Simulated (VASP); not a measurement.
PbSe (Clausthalite):

```
Pb Se
1.0
     0.00000    3.06065    3.06065
     3.06065    0.00000    3.06065
     3.06065    3.06065    0.00000
Pb Se
1 1
Direct
  0.00000 0.00000 0.00000
  0.50000 0.50000 0.50000
```

| Property | Result |
| --- | --- |
| Program | VASP 6.6.1 |
| Task | relaxation of cell and atoms |
| Functional | BLYP |
| Potentials or basis | VASP PAW PBE potentials, release 64 (Pb_d, Se) |
| Cutoff | 600 eV |
| k mesh | 8 × 8 × 8 |
| Occupations | fermi-dirac, width 0.05 eV |
| Spin | no spin polarisation |

At the start: pressure 6.1 GPa; volume 28.67 Å³/atom.

Problem. How do energy, volume and symmetry change on relaxing?

Solution. Over 3 steps the energy falls by 60.7 meV/atom and the volume is 32.20 Å³/atom (+12.3 %); space group Fm-3m (No. 225, to 0.05 Å).

The path:
| step | energy change (eV) | largest force (eV/Å) | pressure (GPa) | volume (Å³) |
| --- | --- | --- | --- | --- |
| 1 | 0.0000 | 0.0000 | 6.09 | 57.34 |
| 2 | -0.1106 | 0.0000 | -1.37 | 66.87 |
| 3 | -0.1213 | 0.0000 | 0.02 | 64.40 |

Final structure:
```yaml
crystal:
  lattice:
    - [0.00000, 3.18134, 3.18134]
    - [3.18134, 0.00000, 3.18134]
    - [3.18134, 3.18134, 0.00000]
  atoms:
    - { symbol: Pb, position: [0.00000, 0.00000, 0.00000] }
    - { symbol: Se, position: [0.50000, 0.50000, 0.50000] }
```

The cell as given is a measured one (28.67 Å³/atom); BLYP puts the equilibrium volume +12.3 % from it, thermal expansion not counted.

Caveat: the PAW data sets were made with another functional, which shifts forces and pressure a little; the volume moved by +12 % from the deposited cell, more than functionals usually miss.
